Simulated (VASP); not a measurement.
Input of a VASP 6.6.1 run:

File INCAR:

```
SYSTEM = ScB2N3
PREC = Accurate
ENCUT = 520
EDIFF = 1E-7
ISMEAR = 0
SIGMA = 0.1
LREAL = .False.
LASPH = .True.
NELM = 100
ALGO = Normal
ISIF = 2
LWAVE = .False.
LCHARG = .False.
GGA = PE
NBANDS = 25
```

Contents of KPOINTS:

```
Automatic mesh
0
Gamma
  6 6 6
  0 0 0
```

File POSCAR:

```
ScB2N3
1.0
    2.4473660457      1.4129874453      3.6981900904
   -2.4473660457      1.4129874453      3.6981900904
    0.0000000000     -2.8259748905      3.6981900904
Sc B N
1 2 3
Direct
    0.0000000000      0.0000000000      0.0000000000
    0.8051041169      0.8051041169      0.8051041169
    0.1948958831      0.1948958831      0.1948958831
    0.0000000000      0.5000000000      0.0000000000
    0.5000000000      0.0000000000      0.0000000000
    0.0000000000      0.0000000000      0.5000000000
```

Potentials or basis: VASP PAW PBE potentials, release 64 (Sc_sv, B, N).

The run is started by

```console
$ cat potpaw_PBE.64/Sc_sv/POTCAR potpaw_PBE.64/B/POTCAR potpaw_PBE.64/N/POTCAR > POTCAR
$ mpirun -np 1 vasp_std > vasp.out
```

Estimate the pressure.

0.5 GPa.

Estimate the largest force.

0.051 eV/Å.

Forces in eV/Å, atoms in the order of the input:
```
Sc   0.000  0.000  0.000
B    0.000  0.000 -0.051
B    0.000  0.000  0.051
N    0.000  0.000  0.000
N    0.000  0.000  0.000
N    0.000  0.000  0.000
```
